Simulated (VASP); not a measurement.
Crystal: Si3Ag.

```
Si Ag
1.0
     0.00000    3.36507    3.36507
     3.36507    0.00000    3.36507
     3.36507    3.36507    0.00000
Si Ag
3 1
Cartesian
  3.3651 3.3651 3.3651
  1.6825 1.6825 1.6825
  5.0476 5.0476 5.0476
  0.0000 0.0000 0.0000
```

The cell was built from a structure type or drawn by symmetry, and may not be a known phase.

```yaml
Program: VASP 6.6.1
Task: relaxation of cell and atoms
Functional: PBE
Potentials_or_basis: VASP PAW PBE potentials, release 64 (Si, Ag)
Cutoff: 600 eV
k_mesh: 4 × 4 × 4
Occupations: gaussian, width 0.1 eV
Spin: no spin polarisation
```

At the start: pressure -9.0 GPa; volume 19.05 Å³/atom.

How do energy, volume and symmetry change on relaxing?

Over 3 steps the energy falls by 80.9 meV/atom and the volume is 16.54 Å³/atom (-13.2 %); space group Fm-3m (No. 225, to 0.1 Å) before and after.

The path:
```tsv
step	energy change (eV)	largest force (eV/Å)	pressure (GPa)	volume (Å³)
1	0.0000	0.0000	-9.04	76.21
2	-0.3167	0.0000	1.77	64.96
3	-0.3235	0.0000	0.04	66.17
```

Final structure:
```
CELL_PARAMETERS angstrom
0.00000 3.21035 3.21035
3.21035 0.00000 3.21035
3.21035 3.21035 0.00000
ATOMIC_POSITIONS crystal
Si 0.50000 0.50000 0.50000
Si 0.25000 0.25000 0.25000
Si 0.75000 0.75000 0.75000
Ag 0.00000 0.00000 0.00000
```

Caveat: the k points lie up to 0.42 Å⁻¹ apart in the final cell, too coarse for converged energies and pressures of a metal.
